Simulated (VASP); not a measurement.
Here is a VASP 6.6.1 calculation.

Contents of INCAR:

```
ALGO     = Normal         # electronic algorithm
EDIFF    = 1E-6           # SCF threshold, eV
ENCUT    = 520            # plane-wave cutoff, eV
GGA      = CA             # functional
ISIF     = 2              # what is computed and relaxed
ISMEAR   = -1             # smearing method
LASPH    = T              # aspherical terms in the spheres
LCHARG   = F              # write CHGCAR
LREAL    = F              # projectors in reciprocal space
LWAVE    = F              # write WAVECAR
NBANDS   = 8              # bands
NELM     = 80             # most SCF steps
PREC     = Accurate       # precision mode
SIGMA    = 0.05           # smearing width, eV
```

Contents of KPOINTS:

```
k-points
0
Gamma
  12 12 12
```

File POSCAR:

```
Sb
1.0
    3.0416716961      0.0000000000      0.0000000000
    0.0000000000      3.0416716961      0.0000000000
    0.0000000000      0.0000000000      3.0416716961
Sb
1
Direct
    0.0000000000      0.0000000000      0.0000000000
```

Potentials or basis: VASP PAW LDA potentials, release 64 (Sb).

Run with:

```console
$ cat potpaw_LDA.64/Sb/POTCAR > POTCAR
$ mpirun -np 1 vasp_std > vasp.out
```

Problem. What does it give for the pressure?

Solution. 0.2 GPa.
